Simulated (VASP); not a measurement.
# C9O in VASP: single point with PBE+D3(BJ)

Aim: the single point of C9O with PBE+D3(BJ).

Program: VASP 6.6.1. These are calculated values, not measurements. Logs are shortened: lines on timing, memory, paths and dates and some standing lists are left out, and cuts for length are marked.

### Step 1. The cell of the first run

The cell holds a slab with vacuum, 10 atoms: a = 4.931 Å, b = 4.931 Å, c = 16.650 Å, α = 90.00°, β = 90.00°, γ = 120.00°.

### Step 2. Single point, PBE+D3(BJ)

INCAR reads:

```
ALGO = Normal
DIPOL = 0.5 0.5 0.288
EDIFF = 1E-6
ENCUT = 520
GGA = PE
IDIPOL = 3
ISIF = 2
ISMEAR = 0
IVDW = 12
LASPH = True
LCHARG = False
LDIPOL = True
LREAL = False
LWAVE = False
NBANDS = 32
NELM = 60
PREC = Accurate
SIGMA = 0.1
```

KPOINTS reads:

```
k-points
0
Gamma
  6 6 1
```

POSCAR reads:

```
C9O
1.0
    4.9313048819      0.0000000000      0.0000000000
   -2.4656524409      4.2706353015      0.0000000000
    0.0000000000      0.0000000000     16.6500331942
C O
9 1
Direct
    0.3333333333      0.1666666667      0.2402417549
    0.3333333333      0.6666666667      0.2402417549
    0.8333333333      0.1666666667      0.2402417549
    0.8333333333      0.6666666667      0.2402417549
    0.1666666667      0.3333333333      0.2402397613
    0.1666666667      0.8333333333      0.2402397613
    0.6666666667      0.3333333333      0.2402397613
    0.6666666667      0.8333333333      0.2402397613
    0.3333333333      0.1666666667      0.4456161861
    0.3333333333      0.1666666667      0.5138526699
```

Potentials or basis: VASP PAW PBE potentials, release 64 (C, O).

Command:

```
> cat potpaw_PBE.64/C/POTCAR potpaw_PBE.64/O/POTCAR > POTCAR
> mpirun -np 1 vasp_std > vasp.out
```

OUTCAR:

```text
EDIFF = 1E-6
   ENCUT = 520
   GGA = PE
   ISIF = 2
   ISMEAR = 0
   IVDW = 12
   LASPH = True
   LREAL = False
   NELM = 60
   PREC = Accurate
 IVDW          = 12

 ion  position               nearest neighbor table
   1  0.333  0.167  0.240-   5 1.42   6 1.42   7 1.42
   2  0.333  0.667  0.240-   6 1.42   5 1.42   8 1.42
   3  0.833  0.167  0.240-   7 1.42   8 1.42   5 1.42
   4  0.833  0.667  0.240-   8 1.42   7 1.42   6 1.42
   5  0.167  0.333  0.240-   1 1.42   2 1.42   3 1.42
   6  0.167  0.833  0.240-   2 1.42   1 1.42   4 1.42
   7  0.667  0.333  0.240-   3 1.42   4 1.42   1 1.42
   8  0.667  0.833  0.240-   4 1.42   3 1.42   2 1.42
   9  0.333  0.167  0.446-  10 1.14
  10  0.333  0.167  0.514-   9 1.14

  LATTYP: Found a hexagonal cell.
 ALAT       =     4.9313048819
 C/A-ratio  =     3.3763950096

  Lattice vectors:

 A1 = (   4.9313048819,   0.0000000000,   0.0000000000)
 A2 = (  -2.4656524409,   4.2706353015,   0.0000000000)
 A3 = (   0.0000000000,   0.0000000000,  16.6500331942)

Analysis of symmetry for initial positions (statically):
=====================================================================
 Subroutine PRICEL returns:
 Original cell was already a primitive cell.

 Routine SETGRP: Setting up the symmetry group for a
 hexagonal supercell.

 Subroutine GETGRP returns: Found  6 space group operations
 (whereof  2 operations were pure point group operations)
 out of a pool of 24 trial point group operations.

The static configuration has the point symmetry C_1h.
 The point group associated with its full space group is C_3v.

Analysis of symmetry for dynamics (positions and initial velocities):
=====================================================================
 Subroutine PRICEL returns:
 Original cell was already a primitive cell.

 Routine SETGRP: Setting up the symmetry group for a
 hexagonal supercell.

 Subroutine GETGRP returns: Found  6 space group operations
 (whereof  2 operations were pure point group operations)
 out of a pool of 24 trial point group operations.

The dynamic configuration has the point symmetry C_1h.
 The point group associated with its full space group is C_3v.

 Subroutine INISYM returns: Found  6 space group operations
 (whereof  2 operations are pure point group operations),
 and found     1 'primitive' translations

----------------------------------------------------------------------------------------

                                     Primitive cell

  volume of cell :     350.6464

  direct lattice vectors                    reciprocal lattice vectors
     4.931304882  0.000000000  0.000000000     0.202786083  0.117078599  0.000000000
    -2.465652441  4.270635301  0.000000000     0.000000000  0.234157199  0.000000000
     0.000000000  0.000000000 16.650033194     0.000000000  0.000000000  0.060059940

  length of vectors
     4.931304882  4.931304882 16.650033194     0.234157199  0.234157199  0.060059940

  position of ions in fractional coordinates (direct lattice)
     0.333333333  0.166666667  0.240241755
     0.333333333  0.666666667  0.240241755
     0.833333333  0.166666667  0.240241755
     0.833333333  0.666666667  0.240241755
     0.166666667  0.333333333  0.240239761
     0.166666667  0.833333333  0.240239761
     0.666666667  0.333333333  0.240239761
     0.666666667  0.833333333  0.240239761
     0.333333333  0.166666667  0.445616186
     0.333333333  0.166666667  0.513852670

  ion indices of the primitive-cell ions
   primitive index   ion index
                 1           1
                 2           2
                 3           3
                 4           4
                 5           5
                 6           6
                 7           7
                 8           8
                 9           9
                10          10

----------------------------------------------------------------------------------------

 KPOINTS: k-points

Automatic generation of k-mesh.
 Grid dimensions read from file:
 generate k-points for:    6    6    1

 Generating k-lattice:

  Cartesian coordinates                     Fractional coordinates (reciprocal lattice)
     0.033797680  0.019513100  0.000000000     0.166666667  0.000000000  0.000000000
     0.000000000  0.039026200  0.000000000     0.000000000  0.166666667  0.000000000
     0.000000000  0.000000000  0.060059940     0.000000000  0.000000000  1.000000000

  Length of vectors
     0.039026200  0.039026200  0.060059940

  Shift w.r.t. Gamma in fractional coordinates (k-lattice)
     0.000000000  0.000000000  0.000000000

 Subroutine IBZKPT returns following result:
 ===========================================

 Found      7 irreducible k-points:

 Following reciprocal coordinates:
            Coordinates               Weight
  0.000000  0.000000  0.000000      1.000000
  0.166667 -0.000000  0.000000      6.000000
  0.333333  0.000000  0.000000      6.000000
  0.500000  0.000000  0.000000      3.000000
  0.166667  0.166667  0.000000      6.000000
  0.333333  0.166667  0.000000     12.000000
  0.333333  0.333333  0.000000      2.000000
   k-points           NKPTS =      7   k-points in BZ     NKDIM =      7   number of bands    NBANDS=     32
   number of dos      NEDOS =    301   number of ions     NIONS =     10
   total plane-waves  NPLWV = 201600
   dimension x,y,z NGX =    40 NGY =   40 NGZ =  126
   dimension x,y,z NGXF=    80 NGYF=   80 NGZF=  252
   ions per type =               9   1
   NGX,Y,Z   is equivalent  to a cutoff of  13.48, 13.48, 12.58 a.u.
   NGXF,Y,Z  is equivalent  to a cutoff of  26.97, 26.97, 25.16 a.u.
 SYSTEM =  unknown system
   PREC   = accura    normal or accurate (medium, high low for compatibility)
   ISTART =      0    job   : 0-new  1-cont  2-samecut
   ICHARG =      2    charge: 1-file 2-atom 10-const
   ISPIN  =      1    spin polarized calculation?
   LNONCOLLINEAR =      F non collinear calculations
   LSORBIT =      F    spin-orbit coupling
   LASPH  =      T    aspherical Exc in radial PAW
   ENCUT  =  520.0 eV  38.22 Ry    6.18 a.u.   9.17  9.17 30.96*2*pi/ulx,y,z
   NELM   =     60;   NELMIN=  2; NELMDL= -5     # of ELM steps
   EDIFF  = 0.1E-05   stopping-criterion for ELM
   LREAL  =      F    real-space projection
   EDIFFG = 0.1E-04   stopping-criterion for IOM
   NSW    =      0    number of steps for IOM
   IBRION =     -1    ionic relax: 0-MD 1-quasi-New 2-CG
   NFREE  =      0    steps in history (QN), initial steepest desc. (CG)
   ISIF   =      2    stress and relaxation
   ISYM   =      2    0-nonsym 1-usesym 2-fastsym
   POTIM  = 0.5000    time-step for ionic-motion
   TEBEG  =    0.0;   TEEND  =   0.0 temperature during run
   PSTRESS=    0.0 pullay stress
   NELECT =      42.0000    total number of electrons
   NUPDOWN=      -1.0000    fix difference up-down
   EMIN   =  10.00;   EMAX   =-10.00  energy-range for DOS
   EFERMI =   0.00;   METHOD = LEGACY
   ISMEAR =     0;   SIGMA  =   0.10  broadening in eV -4-tet -1-fermi 0-gaus
   EFERMI_NEDOS =   21; number of points for ismear=-14 and -15
   IALGO  =     38    algorithm
   IMIX   =      4    mixing-type and parameters
     AMIX     =   0.40;   BMIX     =  1.00
     AMIX_MAG =   1.60;   BMIX_MAG =  1.00
  volume/ion in A,a.u.               =      35.06       236.63
  Fermi-wavevector in a.u.,A,eV,Ry     =   0.806990  1.524990  8.860559  0.651233
  Thomas-Fermi vector in A             =   1.915526
   LORBIT       =      0    0 simple, 1 ext, 2 COOP (PROOUT), +10 PAW based schemes
   GGA     = PE    functional components
   LHFCALC =     F    Hartree Fock is set to
   AEXX    =    0.0000 exact exchange contribution
   IVDW    =    12    specifies the selected vdW correction
   LEPSILON=     F    determine dielectric tensor
   LRPA    =     F    only Hartree local field effects (RPA)
 non-spin polarized calculation
 Gauss-broadening in eV      SIGMA  =   0.10
  energy-cutoff  :      520.00
  volume of cell :      350.65
 maximum number of plane-waves:      9451
 NGX is ok and might be reduce to    40
   NGX = 19   NGY = 19   NGZ = 61

 number of electron      42.0000001 magnetization

 dipolmoment           0.000000      0.000000     -0.023430 electrons x Angstroem

 Free energy of the ion-electron system (eV)
  ---------------------------------------------------
  ext. energy  EPLUGINS =         0.00000000
  ---------------------------------------------------
  free energy    TOTEN  =       -88.56509932 eV

  energy without entropy =      -88.55883468  energy(sigma->0) =      -88.56196700

 E-fermi :  -1.8627     XC(G=0):  -3.5867

 val. band max:       -1.8652573160   @ k =   0.3333   0.3333   0.0000
 cond. band min:      -1.8601229296   @ k =   0.3333   0.3333   0.0000
 fundamental gap:      0.0051343864
 Fermi energy:        -1.8626901228

 k-point     1 :       0.0000    0.0000    0.0000
  band No.  band energies     occupation
      1     -27.3126      2.00000
      2     -21.3850      2.00000
      3     -16.1437      2.00000
      4     -16.1437      2.00000
      5     -16.1388      2.00000
      6     -15.1024      2.00000
[... 24 lines left out ...]
     31       4.0646      0.00000
     32       5.5101      0.00000

 k-point     2 :       0.1667   -0.0000    0.0000
  band No.  band energies     occupation
      1     -27.3123      2.00000
      2     -21.2209      2.00000
      3     -17.4037      2.00000
      4     -16.5382      2.00000
      5     -16.5360      2.00000
      6     -14.4378      2.00000
[... 24 lines left out ...]
     31       4.2929      0.00000
     32       5.5887      0.00000

 k-point     3 :       0.3333    0.0000    0.0000
  band No.  band energies     occupation
      1     -27.3118      2.00000
      2     -20.7304      2.00000
      3     -18.7999      2.00000
      4     -16.9537      2.00000
      5     -16.9520      2.00000
      6     -13.2692      2.00000
[... 24 lines left out ...]
     31       4.8030      0.00000
     32       4.9641      0.00000

 k-point     4 :       0.5000    0.0000    0.0000
  band No.  band energies     occupation
      1     -27.3114      2.00000
      2     -19.9230      2.00000
      3     -19.9156      2.00000
      4     -17.1012      2.00000
      5     -17.0997      2.00000
      6     -12.3948      2.00000
[... 24 lines left out ...]
     31       4.5724      0.00000
     32       5.3583      0.00000

 k-point     5 :       0.1667    0.1667    0.0000
  band No.  band energies     occupation
      1     -27.3119      2.00000
      2     -20.8937      2.00000
      3     -18.0201      2.00000
      4     -18.0127      2.00000
      5     -15.7201      2.00000
      6     -14.7023      2.00000
[... 24 lines left out ...]
     31       4.7465      0.00000
     32       4.9920      0.00000

 k-point     6 :       0.3333    0.1667    0.0000
  band No.  band energies     occupation
      1     -27.3114      2.00000
      2     -20.2429      2.00000
      3     -19.2774      2.00000
      4     -18.3291      2.00000
      5     -15.6782      2.00000
      6     -13.8157      2.00000
[... 24 lines left out ...]
     31       4.6364      0.00000
     32       5.1876      0.00000

 k-point     7 :       0.3333    0.3333    0.0000
  band No.  band energies     occupation
      1     -27.3112      2.00000
      2     -19.4423      2.00000
      3     -19.4404      2.00000
      4     -19.4303      2.00000
      5     -14.4611      2.00000
      6     -14.4604      2.00000
[... 24 lines left out ...]
     31       4.5160      0.00000
     32       4.5186      0.00000

------------------------ aborting loop because EDIFF is reached ----------------------------------------

 vacuum level on the upper side and lower side of the slab       (xc-potential included)        -0.255        -0.017

 Edisp (eV)   -0.82971

 E8    (eV) :    -0.2504

  FORCE on cell =-STRESS in cart. coord.  units (eV):
  Direction    XX          YY          ZZ          XY          YZ          ZX
  --------------------------------------------------------------------------------------
  -------------------------------------------------------------------------------------
  Total       0.18828     0.18828     0.87611     0.00000     0.00000     0.00000
  in kB       0.86031     0.86031     4.00315     0.00000     0.00000     0.00000
  external pressure =        1.91 kB  Pullay stress =        0.00 kB

 VOLUME and BASIS-vectors are now :
 -----------------------------------------------------------------------------
  energy-cutoff  :      520.00
  volume of cell :      350.65
      direct lattice vectors                 reciprocal lattice vectors
     4.931304882  0.000000000  0.000000000     0.202786083  0.117078599  0.000000000
    -2.465652441  4.270635301  0.000000000     0.000000000  0.234157199  0.000000000
     0.000000000  0.000000000 16.650033194     0.000000000  0.000000000  0.060059940

 POSITION                                       TOTAL-FORCE (eV/Angst)
 -----------------------------------------------------------------------------------
      1.23283      0.71177      4.00003         0.000000      0.000000     -0.056533
     -0.00000      2.84709      4.00003        -0.006710     -0.003874      0.015805
      3.69848      0.71177      4.00003         0.000000      0.007749      0.015805
      2.46565      2.84709      4.00003         0.006710     -0.003874      0.015805
      0.00000      1.42355      4.00000         0.029416     -0.016983     -0.005337
     -1.23283      3.55886      4.00000         0.000000      0.033967     -0.005337
      2.46565      1.42355      4.00000        -0.029416     -0.016983     -0.005337
      1.23283      3.55886      4.00000         0.000000      0.000000      0.023818
      1.23283      0.71177      7.41952         0.000000     -0.000000     -0.860669
      1.23283      0.71177      8.55566         0.000000      0.000000      0.861981
 -----------------------------------------------------------------------------------
    total drift:                               -0.000000      0.000000      0.001610

  FREE ENERGIE OF THE ION-ELECTRON SYSTEM (eV)
  ---------------------------------------------------
  free  energy   TOTEN  =       -89.3948109812 eV

  energy  without entropy=      -89.3885463381  energy(sigma->0) =      -89.39167866

 vacuum level on the upper side and lower side of the slab         2.092         2.351
```

Wall time 88 s (1 thread of Intel Xeon 6975P-C (Granite Rapids), shared host); peak memory 0.49 GiB.

Results:

```yaml
Free_energy: -89.3948 eV
Largest_force: 0.862 eV/Å
Band_gap_on_the_k_mesh: 0.01 eV
Dispersion_energy_per_atom: -0.083 eV
```

Forces in eV/Å, atoms in the order of the input:
```
C    0.000  0.000 -0.057
C   -0.007 -0.004  0.016
C    0.000  0.008  0.016
C    0.007 -0.004  0.016
C    0.029 -0.017 -0.005
C    0.000  0.034 -0.005
C   -0.029 -0.017 -0.005
C    0.000  0.000  0.024
C    0.000  0.000 -0.861
O    0.000  0.000  0.862
```
